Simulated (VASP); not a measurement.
# Sc3Al (Pm-3m) in VASP: notebook, part 2 of 2

VASP 6.6.1. Earlier steps stand in the parts before.

## (4) Single point, r2SCAN

This run uses another cell than the first one, of 17.57 Å³/atom, 1.140 times its volume.

File POSCAR:

```
Sc3Al
1.0
    4.1269124206      0.0000000000      0.0000000000
    0.0000000000      4.1269124206      0.0000000000
    0.0000000000      0.0000000000      4.1269124206
Sc Al
3 1
Direct
    0.5000000000      0.0000000000      0.5000000000
    0.0000000000      0.5000000000      0.5000000000
    0.5000000000      0.5000000000      0.0000000000
    0.0000000000      0.0000000000      0.0000000000
```

File INCAR.step1:

```
PREC = Accurate
ENCUT = 520
ISMEAR = 0
SIGMA = 0.1
LREAL = False
LASPH = True
NELM = 60
NBANDS = 26
GGA = PE
ALGO = Normal
EDIFF = 1E-4
LWAVE = True
LCHARG = False
```

File INCAR.step2:

```
PREC = Accurate
ENCUT = 520
EDIFF = 1E-6
ISMEAR = 0
SIGMA = 0.1
LREAL = False
LASPH = True
NELM = 60
ALGO = Normal
ISIF = 2
LWAVE = False
LCHARG = False
METAGGA = R2SCAN
LMIXTAU = True
NBANDS = 26
ISTART = 1
```

File KPOINTS:

```
regular mesh
0
Gamma
  6 6 6
```

Potentials or basis: VASP PAW PBE potentials, release 64 (Sc_sv, Al).

The run is started by

```bash
> cat potpaw_PBE.64/Sc_sv/POTCAR potpaw_PBE.64/Al/POTCAR > POTCAR
> cp INCAR.step1 INCAR
> mpirun -np 1 vasp_std > vasp.out
> cp INCAR.step2 INCAR
> mpirun -np 1 vasp_std > vasp.out
```

OUTCAR:

```text
PREC = Accurate
   ENCUT = 520
   EDIFF = 1E-6
   ISMEAR = 0
   LREAL = False
   LASPH = True
   NELM = 60
   ISIF = 2
   METAGGA = R2SCAN
   ISTART = 1

 ion  position               nearest neighbor table
   1  0.500  0.000  0.500-   2 2.92   3 2.92   4 2.92   3 2.92   4 2.92   2 2.92   3 2.92   3 2.92
                             2 2.92   4 2.92   4 2.92   2 2.92
   2  0.000  0.500  0.500-   1 2.92   3 2.92   4 2.92   3 2.92   4 2.92   1 2.92   4 2.92   4 2.92
                             1 2.92   3 2.92   3 2.92   1 2.92
[... 779 lines left out ...]
  --------------------------------------------------------------------------------------
  -------------------------------------------------------------------------------------
  Total        8.9292985      8.9292985      8.9292985      0.0000000      0.0000000     -0.0000000
  in kB      203.5411222    203.5411222    203.5411222      0.0000000      0.0000000     -0.0000000
  external PRESSURE =     203.5411222 kB  Pullay stress =       0.0000000 kB

 VOLUME and BASIS-vectors are now :
 -----------------------------------------------------------------------------
  energy-cutoff  :      520.00
  volume of cell :       70.29
      direct lattice vectors                 reciprocal lattice vectors
     4.126912421  0.000000000  0.000000000     0.242311902  0.000000000  0.000000000
     0.000000000  4.126912421  0.000000000     0.000000000  0.242311902  0.000000000
     0.000000000  0.000000000  4.126912421     0.000000000  0.000000000  0.242311902

 POSITION                                       TOTAL-FORCE (eV/Angst)
 -----------------------------------------------------------------------------------
      2.06346      0.00000      2.06346         0.000000      0.000000      0.000000
      0.00000      2.06346      2.06346         0.000000      0.000000      0.000000
      2.06346      2.06346      0.00000         0.000000      0.000000      0.000000
      0.00000      0.00000      0.00000         0.000000      0.000000      0.000000
 -----------------------------------------------------------------------------------
    total drift:                                0.000000     -0.000000     -0.000000

  FREE ENERGIE OF THE ION-ELECTRON SYSTEM (eV)
  ---------------------------------------------------
  free  energy   TOTEN  =       -40.9769727132 eV

  energy  without entropy=      -40.9569191761  energy(sigma->0) =      -40.96694594
```

OUTCAR.step1:

```text
PREC = Accurate
   ENCUT = 520
   ISMEAR = 0
   LREAL = False
   LASPH = True
[... 805 lines left out ...]
      2.06346      0.00000      2.06346         0.000000      0.000000      0.000000
      0.00000      2.06346      2.06346         0.000000      0.000000      0.000000
      2.06346      2.06346      0.00000         0.000000      0.000000      0.000000
      0.00000      0.00000      0.00000         0.000000      0.000000      0.000000
 -----------------------------------------------------------------------------------
    total drift:                                0.000000     -0.000000     -0.000000

  FREE ENERGIE OF THE ION-ELECTRON SYSTEM (eV)
  ---------------------------------------------------
  free  energy   TOTEN  =       -22.6224200856 eV

  energy  without entropy=      -22.5974045862  energy(sigma->0) =      -22.60991234
```

Run time: 78 s. Hardware: 1 thread of Intel Xeon Platinum 8259CL at 2.50GHz (Skylake/Cascade Lake), shared host; peak memory 0.2 GiB.

What came out:

| Property | Result |
| --- | --- |
| Free energy | -40.9770 eV |
| Pressure | 20.4 GPa |
| Band gap on the k mesh | zero (band 18 reaches 6.68 eV, above the bottom of band 19 at 5.12 eV) |

Caveat: the PAW data sets were made with another functional, which shifts forces and pressure a little.

## (5) Single point, r2SCAN

This run uses another cell than the first one, of 19.18 Å³/atom, 1.244 times its volume.

File POSCAR:

```
Sc3Al
1.0
    4.2494163572      0.0000000000      0.0000000000
    0.0000000000      4.2494163572      0.0000000000
    0.0000000000      0.0000000000      4.2494163572
Sc Al
3 1
Direct
    0.5000000000      0.0000000000      0.5000000000
    0.0000000000      0.5000000000      0.5000000000
    0.5000000000      0.5000000000      0.0000000000
    0.0000000000      0.0000000000      0.0000000000
```

File INCAR.step1:

```
PREC     = Accurate       # precision mode
ENCUT    = 520            # plane-wave cutoff, eV
ISMEAR   = 0              # smearing method
SIGMA    = 0.1            # smearing width, eV
LREAL    = F              # projectors in reciprocal space
LASPH    = T              # aspherical terms in the spheres
NELM     = 60             # most SCF steps
NBANDS   = 26             # bands
GGA      = PE             # functional
ALGO     = Normal         # electronic algorithm
EDIFF    = 1E-4           # SCF threshold, eV
LWAVE    = T              # write WAVECAR
LCHARG   = F              # write CHGCAR
```

File INCAR.step2:

```
PREC     = Accurate       # precision mode
ENCUT    = 520            # plane-wave cutoff, eV
EDIFF    = 1E-6           # SCF threshold, eV
ISMEAR   = 0              # smearing method
SIGMA    = 0.1            # smearing width, eV
LREAL    = F              # projectors in reciprocal space
LASPH    = T              # aspherical terms in the spheres
NELM     = 60             # most SCF steps
ALGO     = Normal         # electronic algorithm
ISIF     = 2              # what is computed and relaxed
LWAVE    = F              # write WAVECAR
LCHARG   = F              # write CHGCAR
METAGGA  = R2SCAN         # meta-GGA
LMIXTAU  = T            
NBANDS   = 26             # bands
ISTART   = 1
```

KPOINTS is that of step 4.

The run is started by

```bash
> cat potpaw_PBE.64/Sc_sv/POTCAR potpaw_PBE.64/Al/POTCAR > POTCAR
> cp INCAR.step1 INCAR
> mpirun -np 1 vasp_std > vasp.out
> cp INCAR.step2 INCAR
> mpirun -np 1 vasp_std > vasp.out
```

Run time: 90 s. Hardware: 1 thread of Intel Xeon Platinum 8259CL at 2.50GHz (Skylake/Cascade Lake), shared host; peak memory 0.2 GiB.

Results (log left out):

- Free energy: -41.5840 eV
- Pressure: 10.3 GPa
- Band gap on the k mesh: zero (band 18 reaches 5.97 eV, above the bottom of band 19 at 4.35 eV)

Levels at points of the mesh, in eV from the Fermi level:
```
           k point  band 15  band 16  band 17  band 18  band 19  band 20  band 21  band 22
(0.00, 0.00, 0.00)    -1.24    -1.24    -0.54    -0.54    -0.54     0.79     0.79     0.79
(0.50, 0.00, 0.00)    -1.72    -1.00    -1.00     0.12     0.15     1.08     1.08     1.76
(0.50, 0.50, 0.00)    -3.14    -1.57    -1.24     0.30     0.58     0.58     1.33     1.33
(0.50, 0.50, 0.50)    -1.59    -1.59    -1.31    -1.31    -1.31     0.62     1.79     1.79
```

Caveat: the PAW data sets were made with another functional, which shifts forces and pressure a little.

## (6) Single point, r2SCAN

This run uses another cell than the first one, of 21.66 Å³/atom, 1.405 times its volume.

File POSCAR:

```
Sc3Al
1.0
    4.4247581776      0.0000000000      0.0000000000
    0.0000000000      4.4247581776      0.0000000000
    0.0000000000      0.0000000000      4.4247581776
Sc Al
3 1
Direct
    0.5000000000      0.0000000000      0.5000000000
    0.0000000000      0.5000000000      0.5000000000
    0.5000000000      0.5000000000      0.0000000000
    0.0000000000      0.0000000000      0.0000000000
```

File INCAR.step1:

```
SYSTEM = Sc3Al
PREC     = Accurate       ! precision mode
ENCUT    = 520            ! plane-wave cutoff, eV
ISMEAR   = 0              ! smearing method
SIGMA    = 0.1            ! smearing width, eV
LREAL    = .False.        ! projectors in reciprocal space
LASPH    = .True.         ! aspherical terms in the spheres
NELM     = 100            ! most SCF steps
NBANDS   = 26             ! bands
GGA      = PE             ! functional
ALGO     = Normal         ! electronic algorithm
EDIFF    = 1E-4           ! SCF threshold, eV
LWAVE    = .True.         ! write WAVECAR
LCHARG   = .False.        ! write CHGCAR
```

File INCAR.step2:

```
SYSTEM = Sc3Al
PREC     = Accurate       ! precision mode
ENCUT    = 520            ! plane-wave cutoff, eV
EDIFF    = 1E-7           ! SCF threshold, eV
ISMEAR   = 0              ! smearing method
SIGMA    = 0.1            ! smearing width, eV
LREAL    = .False.        ! projectors in reciprocal space
LASPH    = .True.         ! aspherical terms in the spheres
NELM     = 100            ! most SCF steps
ALGO     = Normal         ! electronic algorithm
ISIF     = 2              ! what is computed and relaxed
LWAVE    = .False.        ! write WAVECAR
LCHARG   = .False.        ! write CHGCAR
METAGGA  = R2SCAN         ! meta-GGA
LMIXTAU  = .True.       
NBANDS   = 26             ! bands
ISTART   = 1
```

File KPOINTS:

```
regular mesh
0
Gamma
  6 6 6
  0 0 0
```

Potentials or basis: VASP PAW PBE potentials, release 64 (Sc_sv, Al).

The run is started by

```bash
> cat potpaw_PBE.64/Sc_sv/POTCAR potpaw_PBE.64/Al/POTCAR > POTCAR
> cp INCAR.step1 INCAR
> mpirun -np 1 vasp_std > vasp.out
> cp INCAR.step2 INCAR
> mpirun -np 1 vasp_std > vasp.out
```

OUTCAR:

```text
SYSTEM = Sc3Al
   PREC = Accurate
   ENCUT = 520
   EDIFF = 1E-7
   ISMEAR = 0
   LREAL = .False.
   LASPH = .True.
   NELM = 100
   ISIF = 2
   METAGGA = R2SCAN
   ISTART = 1

 ion  position               nearest neighbor table
   1  0.500  0.000  0.500-   2 3.13   3 3.13   4 3.13   3 3.13   4 3.13   2 3.13   3 3.13   3 3.13
                             2 3.13   4 3.13   4 3.13   2 3.13
   2  0.000  0.500  0.500-   1 3.13   3 3.13   4 3.13   3 3.13   4 3.13   1 3.13   4 3.13   4 3.13
                             1 3.13   3 3.13   3 3.13   1 3.13
   3  0.500  0.500  0.000-   1 3.13   2 3.13   4 3.13   1 3.13   2 3.13   1 3.13   4 3.13   1 3.13
                             2 3.13   4 3.13   2 3.13   4 3.13
   4  0.000  0.000  0.000-   1 3.13   2 3.13   3 3.13   1 3.13   2 3.13   2 3.13   3 3.13   2 3.13
                             1 3.13   3 3.13   1 3.13   3 3.13

  LATTYP: Found a simple cubic cell.
 ALAT       =     4.4247581776

  Lattice vectors:

 A1 = (   4.4247581776,   0.0000000000,   0.0000000000)
 A2 = (   0.0000000000,   4.4247581776,   0.0000000000)
 A3 = (   0.0000000000,   0.0000000000,   4.4247581776)

[... 171 lines left out ...]

  energy without entropy =      -41.86170695  energy(sigma->0) =      -41.87142395

 E-fermi :   4.8445     XC(G=0): -10.8258

 val. band max:        4.8141679103   @ k =   0.3333   0.0000   0.0000
 cond. band min:       4.8697762913   @ k =   0.3333   0.3333   0.0000
 fundamental gap:      0.0556083809
 Fermi energy:         4.8444617195

 k-point     1 :       0.0000    0.0000    0.0000
  band No.  band energies     occupation
      1     -46.7703      2.00000
      2     -46.6671      2.00000
      3     -46.6671      2.00000
      4     -24.6134      2.00000
      5     -24.6134      2.00000
      6     -24.6134      2.00000
[... 569 lines left out ...]
     25       7.1483      0.00000
     26       7.1483      0.00000

------------------------ aborting loop because EDIFF is reached ----------------------------------------

  FORCE on cell =-STRESS in cart. coord.  units (eV):
  Direction    XX          YY          ZZ          XY          YZ          ZX
  --------------------------------------------------------------------------------------
  -------------------------------------------------------------------------------------
  Total        0.1036732      0.1036732      0.1036732     -0.0000000      0.0000000     -0.0000000
  in kB        1.9173812      1.9173812      1.9173812     -0.0000000      0.0000000     -0.0000000
  external PRESSURE =       1.9173812 kB  Pullay stress =       0.0000000 kB

 VOLUME and BASIS-vectors are now :
 -----------------------------------------------------------------------------
  energy-cutoff  :      520.00
  volume of cell :       86.63
      direct lattice vectors                 reciprocal lattice vectors
     4.424758178  0.000000000  0.000000000     0.226001051  0.000000000  0.000000000
     0.000000000  4.424758178  0.000000000     0.000000000  0.226001051  0.000000000
     0.000000000  0.000000000  4.424758178     0.000000000  0.000000000  0.226001051

 POSITION                                       TOTAL-FORCE (eV/Angst)
 -----------------------------------------------------------------------------------
      2.21238      0.00000      2.21238         0.000000      0.000000      0.000000
      0.00000      2.21238      2.21238         0.000000      0.000000      0.000000
      2.21238      2.21238      0.00000         0.000000      0.000000      0.000000
      0.00000      0.00000      0.00000         0.000000      0.000000      0.000000
 -----------------------------------------------------------------------------------
    total drift:                                0.000000      0.000000      0.000000

  FREE ENERGIE OF THE ION-ELECTRON SYSTEM (eV)
  ---------------------------------------------------
  free  energy   TOTEN  =       -41.8811409505 eV

  energy  without entropy=      -41.8617069465  energy(sigma->0) =      -41.87142395
```

OSZICAR.step1:

```text
N       E                     dE             d eps       ncg     rms          rms(c)
DAV:   1     0.627614133040E+03    0.62761E+03   -0.16335E+04  1072   0.141E+03
DAV:   2     0.974947291399E+01   -0.61786E+03   -0.60919E+03  1344   0.625E+02
DAV:   3    -0.252258375740E+02   -0.34975E+02   -0.34400E+02  1708   0.190E+02
DAV:   4    -0.262968922893E+02   -0.10711E+01   -0.10538E+01  1742   0.330E+01
DAV:   5    -0.263212717218E+02   -0.24379E-01   -0.24348E-01  1744   0.618E+00    0.106E+01
DAV:   6    -0.236459669185E+02    0.26753E+01   -0.10344E+01  1524   0.251E+01    0.302E+00
DAV:   7    -0.235316761155E+02    0.11429E+00   -0.57887E-01  1672   0.611E+00    0.118E+00
DAV:   8    -0.235030864147E+02    0.28590E-01   -0.47694E-02  1548   0.138E+00    0.405E-01
DAV:   9    -0.235009391020E+02    0.21473E-02   -0.12968E-02  1760   0.927E-01    0.179E-01
DAV:  10    -0.235007501533E+02    0.18895E-03   -0.12064E-03  1630   0.365E-01    0.505E-02
DAV:  11    -0.235007591276E+02   -0.89743E-05   -0.24597E-05  1024   0.701E-02
   1 F= -.23500759E+02 E0= -.23490423E+02  d E =-.206728E-01
```

It took 2.4 min on 1 thread of Intel Xeon Platinum 8259CL at 2.50GHz (Skylake/Cascade Lake), shared host; peak memory 0.23 GiB.

Results:

```
Free energy            : -41.8811 eV
Pressure               : 0.2 GPa
Band gap on the k mesh : zero (band 18 reaches 5.06 eV, above the bottom of band 19 at 3.43 eV)
```

Caveat: the PAW data sets were made with another functional, which shifts forces and pressure a little.

## (7) The runs side by side

```tsv
cell	gap on the mesh (eV)	pressure (GPa)
a = 3.951 Å, 4 atoms	none	40.7
a = 4.030 Å, 4 atoms	none	30.5
a = 4.127 Å, 4 atoms	none	20.4
a = 4.249 Å, 4 atoms	none	10.3
a = 4.425 Å, 4 atoms	none	0.2
```

Alike in all rows: task single point; level r2SCAN; potentials or basis VASP PAW PBE potentials, release 64 (Sc_sv, Al); no spin polarisation; k mesh 6 × 6 × 6; cutoff (eV) 520; smearing gaussian 0.1 eV.

Caveats: the PAW data sets were made with another functional, which shifts forces and pressure a little.

Total energies depend on the potentials used, so only differences within one code and one set of settings carry meaning.
